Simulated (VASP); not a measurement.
# LiTa36N60 (a cell with a defect) in VASP: single point with r2SCAN

Aim: the single point of LiTa36N60 (a cell with a defect) with r2SCAN.

Everything below comes from runs of VASP 6.6.1. Logs are shortened: lines on timing, memory, paths and dates and some standing lists are left out, and cuts for length are marked.

### Step 1. The cell of the first run

The cell holds a defect, 97 atoms: a = 11.632 Å, b = 10.924 Å, c = 10.235 Å, α = 90.00°, β = 90.00°, γ = 110.79°.

### Step 2. Single point, r2SCAN

File POSCAR:

```
LiTa36N60
1.0
  -11.6322319500      0.0000000000      0.0000000000
    3.8774106500    -10.2124065000      0.0000000000
    0.0000000000      0.0000000000     10.2351147900
Ta N Li
36 60 1
Direct
    0.0659604500      0.1979711700      0.2500657800
    0.2889019200      0.3664050100      0.4392693500
    0.0447533500      0.1346995500      0.5607276600
    0.0446585900      0.1346266400      0.9392648000
    0.2677787000      0.3029688400      0.7501020500
    0.2887570100      0.3663397800      0.0606946300
    0.0659705700      0.6984297600      0.2499835300
    0.2890321200      0.8658999600      0.4399207700
    0.0432993600      0.6336551100      0.5595642200
    0.0433416700      0.6336889400      0.9405004600
    0.2642385800      0.7986673400      0.7501003100
    0.2890701200      0.8659567800      0.0602131300
    0.3983475600      0.1969633500      0.2498982400
    0.6224121100      0.3667653000      0.4388583200
    0.3777332300      0.1356559700      0.5586734100
    0.3777884300      0.1356006600      0.9409925500
    0.6023001000      0.3061672200      0.7501393100
    0.6223616200      0.3667190500      0.0612164200
    0.3991996000      0.6982294100      0.2499919000
    0.6214458600      0.8658676800      0.4397539600
    0.3774969800      0.6340359300      0.5601796600
    0.3776273300      0.6340928900      0.9399542900
    0.6012150100      0.7984809000      0.7500395500
    0.6215272900      0.8659895600      0.0603268900
    0.7328156700      0.1972040500      0.2499497100
    0.9558910400      0.3662265500      0.4392789900
    0.7122329600      0.1355334600      0.5588030900
    0.7121416400      0.1354859800      0.9408794700
    0.9341529500      0.3027225500      0.7500614100
    0.9558265000      0.3661856800      0.0607094200
    0.7328417600      0.6989267900      0.2500292600
    0.9560620700      0.8669297300      0.4394863800
    0.7121561800      0.6349277200      0.5591792700
    0.7122128100      0.6349540400      0.9410730300
    0.9345825600      0.8032714400      0.7500155300
    0.9560873900      0.8669917400      0.0606350200
    0.0150324900      0.0476587500      0.3812321300
    0.2298812100      0.1906813600      0.5746465600
    0.1036402200      0.3100359300      0.4260723200
    0.2298500500      0.1906610500      0.9255368300
    0.0796207900      0.2395171400      0.7500839800
    0.1036319300      0.3100324300      0.0740475200
    0.0153148200      0.0476722000      0.1188210300
    0.3185888200      0.4534844700      0.8813207800
    0.2540430100      0.2618917900      0.2500659700
    0.3175927200      0.4534727400      0.6187047400
    0.0151581100      0.5474999900      0.3809787700
    0.2295589800      0.6911291600      0.5743641600
    0.1038854900      0.8104066000      0.4258619800
    0.2295341100      0.6909982900      0.9254811500
    0.0789161900      0.7404252500      0.7499550700
    0.1039203000      0.8104215000      0.0740113200
    0.0149384100      0.5474993100      0.1190520200
    0.3297796900      0.9538862100      0.8793267900
    0.2543653200      0.7621645500      0.2499249400
    0.3301565800      0.9539345200      0.6206171300
    0.3443324700      0.0468147900      0.3814862600
    0.5624143700      0.1881317200      0.5772581600
    0.4368528200      0.3088474300      0.4263184200
    0.5625604000      0.1885067700      0.9232114500
    0.4137576700      0.2406753000      0.7501380400
    0.4368428800      0.3089366000      0.0738410500
    0.3446327800      0.0468467300      0.1184872100
    0.6529308500      0.4534612800      0.8826516200
    0.5861971300      0.2588238500      0.2500568600
    0.6528254600      0.4534167400      0.6173767600
    0.3495032000      0.5475396000      0.3813693900
    0.5636126600      0.6909701200      0.5746027200
    0.4366128800      0.8094341700      0.4254950100
    0.5636006900      0.6908818900      0.9253490400
    0.4137960100      0.7419925100      0.7499406000
    0.4366795800      0.8093646800      0.0743606700
    0.3484555600      0.5475307800      0.1186832100
    0.6405442800      0.9539044200      0.8792281700
    0.5872273600      0.7624843800      0.2499944300
    0.6401448300      0.9538887700      0.6207904000
    0.6853281800      0.0466651100      0.3814736300
    0.8966141600      0.1904897900      0.5743683400
    0.7694782400      0.3088155200      0.4259649500
    0.8966283400      0.1905711100      0.9258438900
    0.7465584900      0.2400553400      0.7501248200
    0.7695759600      0.3089570700      0.0742581300
    0.6851205200      0.0467401500      0.1185144800
    0.9848500700      0.4531652900      0.8816117600
    0.9206568500      0.2615258400      0.2500780700
    0.9846612700      0.4531636300      0.6184272200
    0.6809241300      0.5469808300      0.3804803900
    0.8966245000      0.6909583600      0.5739469200
    0.7697204500      0.8095471100      0.4263262100
    0.8966390500      0.6908959400      0.9259453800
    0.7474362400      0.7397620000      0.7499428100
    0.7697367200      0.8095479800      0.0736634100
    0.6808036200      0.5470111200      0.1196331000
    0.9849021200      0.9532780900      0.8815197900
    0.9201563700      0.7607450300      0.2499772600
    0.9852857900      0.9533118800      0.6185233300
    0.4997987700     -0.0000070700      0.7478404300
```

File INCAR.step1:

```
PREC = Accurate ; ENCUT = 720
ISMEAR = -1 ; SIGMA = 0.01
LREAL = Auto ; LASPH = True
NELM = 120 ; NELECT = 698.0
NBANDS = 404 ; GGA = PE
ALGO = Normal ; EDIFF = 1E-5
LWAVE = True ; LCHARG = False
GGA_COMPAT = False ; NCORE = 4
```

File INCAR.step2:

```
PREC = Accurate ; ENCUT = 720
EDIFF = 1E-6 ; ISMEAR = -1
SIGMA = 0.01 ; LREAL = Auto
LASPH = True ; NELM = 120
ALGO = Normal ; ISIF = 2
LWAVE = False ; LCHARG = True
METAGGA = R2SCAN ; LMIXTAU = True
LELF = True ; LVHAR = True
NELECT = 698.0 ; NBANDS = 404
ISTART = 1 ; GGA_COMPAT = False
NCORE = 4
```

File KPOINTS:

```
regular mesh
0
Gamma
  1 1 1
```

Potentials or basis: VASP PAW PBE potentials, release 64 (Ta_pv, N, Li_sv).

On the command line:

```bash
$ cat potpaw_PBE.64/Ta_pv/POTCAR potpaw_PBE.64/N/POTCAR potpaw_PBE.64/Li_sv/POTCAR > POTCAR
$ cp INCAR.step1 INCAR
$ mpirun -np 4 vasp_gam > vasp.out
$ cp INCAR.step2 INCAR
$ mpirun -np 4 vasp_gam > vasp.out
```

OUTCAR:

```text
PREC = Accurate
   ENCUT = 720
   EDIFF = 1E-6
   ISMEAR = -1
   LREAL = Auto
   LASPH = True
   NELM = 120
   ISIF = 2
   METAGGA = R2SCAN
   NELECT = 698.0
   ISTART = 1

 ion  position               nearest neighbor table
   1  0.066  0.198  0.250-  37 2.04  43 2.04  85 2.04  45 2.05  39 2.13  42 2.13  26 3.23  30 3.23
                             6 3.24   2 3.24   3 3.24   4 3.25
   2  0.289  0.366  0.439-  67 1.94  39 2.02  59 2.04  46 2.04  45 2.21  38 2.27  21 3.00   1 3.24
                            13 3.24   5 3.25  15 3.28   3 3.30
   3  0.045  0.135  0.561-  96 1.94  38 2.02  78 2.03  37 2.04  41 2.21  39 2.26  32 3.00  29 3.23
                             5 3.24   1 3.24  26 3.30   2 3.30
   4  0.045  0.135  0.939-  94 1.94  40 2.02  80 2.03  43 2.04  41 2.21  42 2.26  36 3.00  29 3.23
                             5 3.24   1 3.25  30 3.30   6 3.30
   5  0.268  0.303  0.750-  44 2.04  61 2.04  46 2.04  41 2.05  40 2.13  38 2.13  16 3.23  15 3.24
                             4 3.24   3 3.24   6 3.24   2 3.25
   6  0.289  0.366  0.061-  73 1.94  42 2.02  62 2.04  44 2.04  45 2.21  40 2.27  22 3.00   1 3.24
                            13 3.24   5 3.24  16 3.28   4 3.30
   7  0.066  0.698  0.250-  95 2.04  53 2.04  47 2.04  55 2.05  49 2.13  52 2.13  36 3.23  32 3.23
                            10 3.24   9 3.24  12 3.24   8 3.24
   8  0.289  0.866  0.440-  57 1.94  49 2.02  69 2.03  56 2.06  55 2.21  48 2.25  15 3.01  19 3.23
                             7 3.24  11 3.25  21 3.29   9 3.31
   9  0.043  0.634  0.560-  86 1.94  88 2.02  47 2.03  48 2.04  51 2.23  49 2.27  26 3.00  11 3.22
[... 100 lines left out ...]
  82  0.770  0.309  0.074-  18 2.03  30 2.04  25 2.13  28 2.24
  83  0.685  0.047  0.119-  24 1.94  28 2.03  25 2.04
  84  0.985  0.453  0.882-  10 1.94  30 2.04  29 2.04
  85  0.921  0.262  0.250-   1 2.04  25 2.04  26 2.21  30 2.21
  86  0.985  0.453  0.618-   9 1.94  26 2.04  29 2.04
  87  0.681  0.547  0.380-  14 1.94  33 2.04  31 2.05
  88  0.897  0.691  0.574-  33 2.02   9 2.02  35 2.14  32 2.26
  89  0.770  0.810  0.426-  20 2.03  32 2.04  31 2.13  33 2.24
  90  0.897  0.691  0.926-  34 2.02  10 2.02  35 2.14  36 2.27
  91  0.747  0.740  0.750-  23 2.02  35 2.04  33 2.23  34 2.23
  92  0.770  0.810  0.074-  24 2.03  36 2.04  31 2.13  34 2.24
  93  0.681  0.547  0.120-  18 1.94  34 2.04  31 2.05
  94  0.985  0.953  0.882-   4 1.94  36 2.03  35 2.04
  95  0.920  0.761  0.250-  31 2.04   7 2.04  36 2.22  32 2.22
  96  0.985  0.953  0.619-   3 1.94  32 2.03  35 2.04
  97  0.500  1.000  0.748-  11 2.84  23 2.84  27 3.07  15 3.07  28 3.10  16 3.10

  Warning from LATTYP: Monoclinic adjustment (A1->A3, A2->A1, A3->A2)!
  LATTYP: Found a simple monoclinic cell.
 ALAT       =    10.9237154792
 B/A-ratio  =     0.9369627770
 C/A-ratio  =     1.0648603923
 COS(beta)  =    -0.3549534641

  Lattice vectors:

 A1 = (   3.8774106500, -10.2124065000,   0.0000000000)
 A2 = (   0.0000000000,   0.0000000000,  10.2351147900)
 A3 = ( -11.6322319500,   0.0000000000,   0.0000000000)

Analysis of symmetry for initial positions (statically):
=====================================================================
 Subroutine PRICEL returns:
 Original cell was already a primitive cell.

 Routine SETGRP: Setting up the symmetry group for a
 simple monoclinic supercell.

 Subroutine GETGRP returns: Found  1 space group operations
 (whereof  1 operations were pure point group operations)
 out of a pool of  4 trial point group operations.
[... 254 lines left out ...]
   NGX,Y,Z   is equivalent  to a cutoff of  15.44, 14.61, 14.62 a.u.
   NGXF,Y,Z  is equivalent  to a cutoff of  30.87, 29.22, 29.24 a.u.
 SYSTEM =  unknown system
   PREC   = accura    normal or accurate (medium, high low for compatibility)
   ISTART =      1    job   : 0-new  1-cont  2-samecut
   ICHARG =      0    charge: 1-file 2-atom 10-const
   ISPIN  =      1    spin polarized calculation?
   LNONCOLLINEAR =      F non collinear calculations
   LSORBIT =      F    spin-orbit coupling
   LASPH  =      T    aspherical Exc in radial PAW
   ENCUT  =  720.0 eV  52.92 Ry    7.27 a.u.  25.45 23.90 22.39*2*pi/ulx,y,z
   NELM   =    120;   NELMIN=  2; NELMDL=  0     # of ELM steps
   EDIFF  = 0.1E-05   stopping-criterion for ELM
   LREAL  =      T    real-space projection
   EDIFFG = 0.1E-04   stopping-criterion for IOM
   NSW    =      0    number of steps for IOM
   IBRION =     -1    ionic relax: 0-MD 1-quasi-New 2-CG
   NFREE  =      0    steps in history (QN), initial steepest desc. (CG)
   ISIF   =      2    stress and relaxation
   ISYM   =      2    0-nonsym 1-usesym 2-fastsym
   POTIM  = 0.5000    time-step for ionic-motion
   TEBEG  =    0.0;   TEEND  =   0.0 temperature during run
   PSTRESS=    0.0 pullay stress
   NELECT =     698.0000    total number of electrons
   NUPDOWN=      -1.0000    fix difference up-down
   EMIN   =  10.00;   EMAX   =-10.00  energy-range for DOS
   EFERMI =   0.00;   METHOD = LEGACY
   ISMEAR =    -1;   SIGMA  =   0.01  broadening in eV -4-tet -1-fermi 0-gaus
   EFERMI_NEDOS =   21; number of points for ismear=-14 and -15
   IALGO  =     38    algorithm
   IMIX   =      4    mixing-type and parameters
     AMIX     =   0.40;   BMIX     =  1.00
     AMIX_MAG =   1.60;   BMIX_MAG =  1.00
  volume/ion in A,a.u.               =      12.53        84.59
  Fermi-wavevector in a.u.,A,eV,Ry     =   1.360605  2.571170 25.187725  1.851246
  Thomas-Fermi vector in A             =   2.487253
   LORBIT       =      0    0 simple, 1 ext, 2 COOP (PROOUT), +10 PAW based schemes
   METAGGA = R2SCAN    functional components
   LHFCALC =     F    Hartree Fock is set to
   AEXX    =    0.0000 exact exchange contribution
   IVDW    =     0    specifies the selected vdW correction
   LEPSILON=     F    determine dielectric tensor
   LRPA    =     F    only Hartree local field effects (RPA)
 non-spin polarized calculation
  energy-cutoff  :      720.00
  volume of cell :     1215.86
 maximum number of plane-waves:     26685
 NGX is ok and might be reduce to   108
   NGX = 51   NGY = 47   NGZ = 45

 number of electron     697.9999990 magnetization

 Free energy of the ion-electron system (eV)
  ---------------------------------------------------
  ext. energy  EPLUGINS =         0.00000000
  ---------------------------------------------------
  free energy    TOTEN  =     -2428.23953568 eV

  energy without entropy =    -2428.23953568  energy(sigma->0) =    -2428.23953568

 E-fermi :   4.1077     XC(G=0): -12.0622

 val. band max:        3.7715893094   @ k =   0.0000   0.0000   0.0000
 cond. band min:       5.3989917671   @ k =   0.0000   0.0000   0.0000
 fundamental gap:      1.6274024577
 Fermi energy:         4.1077470566

 k-point     1 :       0.0000    0.0000    0.0000
  band No.  band energies     occupation
      1     -42.8232      2.00000
      2     -32.2860      2.00000
      3     -32.2774      2.00000
      4     -32.2765      2.00000
      5     -32.2652      2.00000
      6     -32.2623      2.00000
[... 353 lines left out ...]
    360       6.3893      0.00000
    361       6.4185      0.00000
 [bands above 361 left out]

------------------------ aborting loop because EDIFF is reached ----------------------------------------

  FORCE on cell =-STRESS in cart. coord.  units (eV):
  Direction    XX          YY          ZZ          XY          YZ          ZX
  --------------------------------------------------------------------------------------
  -------------------------------------------------------------------------------------
  Total       37.1937702     12.3452139     23.7360993     -0.8892091     -0.0351332     -0.0384590
  in kB       49.0113789     16.2676694     31.2777906     -1.1717383     -0.0462962     -0.0506786
  external PRESSURE =      32.1856130 kB  Pullay stress =       0.0000000 kB

 VOLUME and BASIS-vectors are now :
 -----------------------------------------------------------------------------
  energy-cutoff  :      720.00
  volume of cell :     1215.86
      direct lattice vectors                 reciprocal lattice vectors
   -11.632231950  0.000000000  0.000000000    -0.085968024 -0.032640038  0.000000000
     3.877410650-10.212406500  0.000000000     0.000000000 -0.097920113  0.000000000
     0.000000000  0.000000000 10.235114790     0.000000000  0.000000000  0.097702861

 POSITION                                       TOTAL-FORCE (eV/Angst)
 -----------------------------------------------------------------------------------
      0.00035     -2.02176      2.55945         0.002730      0.196912     -0.000897
     -1.93987     -3.74188      4.49597         0.019470     -0.175406     -0.068361
      0.00170     -1.37561      5.73911         0.005518      0.181411      0.064571
      0.00252     -1.37486      9.61348        -0.000998      0.169573     -0.063096
     -1.94013     -3.09404      7.67738        -0.004572     -0.182528     -0.003374
     -1.93844     -3.74121      0.62122         0.012722     -0.180442      0.074398
[... 89 lines left out ...]
     -7.76469     -9.73561      6.33066         0.008854      0.003929     -0.021922
     -1.93639    -10.21233      7.65423        -0.021030      0.040736     -0.032673
 -----------------------------------------------------------------------------------
    total drift:                               -0.028238     -0.010133     -0.036146

  FREE ENERGIE OF THE ION-ELECTRON SYSTEM (eV)
  ---------------------------------------------------
  free  energy   TOTEN  =     -2428.2395356775 eV

  energy  without entropy=    -2428.2395356775  energy(sigma->0) =    -2428.23953568
```

Run time: 33 min. Hardware: 4 MPI ranks of AMD EPYC 7R43 (Zen 3), shared host; peak memory 0.62 GiB.

Results:

| Item | Value |
| --- | --- |
| Free energy | -2428.2395 eV |
| Largest force | 0.213 eV/Å |

Forces on the atoms (eV/Å):
```
Ta   0.003  0.197 -0.001
Ta   0.019 -0.175 -0.068
Ta   0.006  0.181  0.065
Ta  -0.001  0.170 -0.063
Ta  -0.005 -0.183 -0.003
Ta   0.013 -0.180  0.074
Ta   0.006  0.188 -0.001
Ta   0.000 -0.178 -0.069
Ta   0.001  0.172  0.069
Ta   0.001  0.181 -0.066
Ta   0.041 -0.172 -0.009
Ta  -0.005 -0.173  0.064
Ta  -0.001  0.176  0.007
Ta   0.000 -0.186 -0.080
Ta   0.022  0.166  0.066
Ta   0.025  0.164 -0.056
Ta   0.011 -0.212 -0.003
Ta  -0.003 -0.176  0.080
Ta  -0.008  0.180  0.000
Ta   0.007 -0.177 -0.073
Ta  -0.011  0.172  0.064
Ta  -0.003  0.182 -0.067
Ta  -0.034 -0.158 -0.002
Ta   0.008 -0.176  0.073
Ta  -0.007  0.187  0.003
Ta   0.006 -0.176 -0.067
Ta  -0.026  0.159  0.046
Ta  -0.030  0.154 -0.028
Ta   0.004 -0.201 -0.001
Ta   0.001 -0.180  0.073
Ta  -0.004  0.195  0.004
Ta   0.009 -0.186 -0.074
Ta  -0.013  0.174  0.061
Ta  -0.012  0.178 -0.078
Ta   0.006 -0.186 -0.004
Ta   0.005 -0.180  0.072
N   -0.006 -0.015  0.023
N   -0.021  0.037 -0.004
N   -0.007 -0.022  0.006
N   -0.018  0.037  0.004
N   -0.005 -0.025  0.000
N    0.001 -0.019 -0.008
N   -0.005 -0.014 -0.022
N    0.009 -0.007  0.034
N   -0.006  0.031 -0.001
N   -0.004 -0.004 -0.025
N   -0.003 -0.012  0.021
N   -0.008  0.029 -0.001
N   -0.009 -0.023  0.025
N   -0.013  0.026  0.006
N   -0.024 -0.039  0.003
N   -0.006 -0.023 -0.017
N   -0.006 -0.016 -0.025
N   -0.003 -0.008  0.008
N    0.005  0.040  0.004
N    0.000 -0.003 -0.007
N   -0.013 -0.007  0.033
N   -0.015  0.021  0.001
N    0.004 -0.017  0.017
N   -0.007  0.026 -0.005
N    0.023 -0.023 -0.005
N    0.007 -0.019 -0.016
N   -0.017 -0.005 -0.035
N    0.014  0.006  0.012
N   -0.010  0.025 -0.001
N    0.015  0.025  0.004
N    0.006 -0.014  0.029
N    0.000  0.031 -0.003
N    0.002 -0.021 -0.004
N   -0.003  0.024  0.007
N    0.009 -0.012  0.004
N    0.015 -0.029  0.005
N   -0.008 -0.007 -0.034
N    0.017  0.000  0.002
N    0.000  0.042 -0.001
N    0.012 -0.009 -0.012
N    0.000 -0.005  0.023
N   -0.001  0.028 -0.002
N   -0.002 -0.021  0.011
N   -0.001  0.035 -0.002
N    0.012 -0.014 -0.001
N    0.008 -0.019 -0.017
N    0.004 -0.005 -0.022
N    0.007  0.007  0.020
N    0.009  0.026 -0.003
N    0.006  0.011 -0.020
N   -0.010 -0.007  0.020
N   -0.010  0.026 -0.014
N    0.014 -0.023  0.021
N   -0.001  0.024  0.020
N    0.023 -0.024  0.006
N    0.013 -0.026 -0.015
N   -0.011 -0.010 -0.025
N    0.007  0.006  0.025
N   -0.006  0.019  0.001
N    0.009  0.004 -0.022
Li  -0.021  0.041 -0.033
```

Caveat: the k points lie up to 0.62 Å⁻¹ apart; the cell carries a net charge on a neutralising background, which shifts energy and pressure; the cell is charged against a uniform background, so pressure and absolute levels hang on convention; the PAW data sets were made with another functional, which shifts forces and pressure a little; spin-orbit coupling is left out, which moves the levels of the heavy elements.
